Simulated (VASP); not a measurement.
# Ga: electric field gradients with PBE

Crystal: Ga.

```xyz
1
Lattice="-1.4315 1.4315 2.2727 1.4315 -1.4315 2.2727 1.4315 1.4315 -2.2727" Properties=species:S:1:pos:R:3 pbc="T T T"
Ga    0.0000    0.0000    0.0000
```

```json
{
 "Program": "VASP 6.6.1",
 "Task": "electric field gradients",
 "Functional": "PBE",
 "Potentials or basis": "VASP PAW PBE potentials, release 64 (Ga_d)",
 "Cutoff": "520 eV",
 "k mesh": "16 × 16 × 16",
 "Occupations": "fermi-dirac, width 0.03 eV",
 "Spin": "no spin polarisation",
 "Dipole correction": "no",
 "Further INCAR settings": "ALGO = Normal; EDIFF = 1e-08; NBANDS = 12"
}
```

```
Pressure                                : 0.9 GPa
Band gap on the k mesh                  : zero (an odd number of electrons rules out a gap without spin polarisation)
Largest electric field gradient by atom : Ga +19.1 V/Å²
```

Stress tensor (GPa, compression positive):
```
1.10 0.00 0.00
0.00 1.10 0.00
0.00 0.00 0.52
```

Levels at points of the mesh, in eV from the Fermi level:
```csv
k point,band 4,band 5,band 6,band 7,band 8,band 9
"(0.00, 0.00, 0.00)",-14.87,-14.75,-11.15,12.36,12.36,12.36
"(0.50, 0.00, 0.00)",-14.71,-14.68,-4.93,-4.01,8.35,11.33
"(0.50, 0.50, 0.00)",-14.71,-14.61,-2.09,-1.50,3.99,4.89
"(0.50, 0.50, 0.50)",-14.68,-14.68,-3.87,-3.43,6.31,6.31
```

Electric field gradients, principal values (V/Å²):
```csv
atom,least,middle,greatest (by size)
1 Ga,-9.538,-9.544,19.082
```

Wall time 44 s on 1 thread of Intel(R) Xeon(R) Platinum 8488C (Sapphire Rapids), on a shared host, peak memory 0.19 GiB.

Caveat: without QUAD_EFG the Cq values of the log hold for a quadrupole moment of 1 mb, not for the nuclei.
